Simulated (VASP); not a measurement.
MgO:

```
Mg O
1.0
     0.00000    2.17295    2.17295
     2.17295    0.00000    2.17295
     2.17295    2.17295    0.00000
Mg O
1 1
Direct
  0.00000 0.00000 0.00000
  0.50000 0.50000 0.50000
```

Base run:

* Program: VASP 6.6.1
* Functional: PBE
* Potentials or basis: VASP PAW PBE potentials, release 64 (Mg, O)
* Cutoff: 520 eV
* k mesh: 6 × 6 × 6
* Occupations: gaussian, width 0.01 eV
* Spin: no spin polarisation

Its results: band gap on the k mesh 3.87 eV, direct; pressure -9.1 GPa.

Task: The run is repeated on the same cell with these changes: functional from PBE to PBEsol; further incar settings from ALGO = Normal; EDIFF = 1e-07; NBANDS = 11 to ALGO = Normal; EDIFF = 1e-06; NBANDS = 11. What comes out?

Result: Band gap on the k mesh 3.78 eV, direct; pressure -12.6 GPa.

Caveats: the PAW data sets were made with another functional, which shifts forces and pressure a little (some runs).

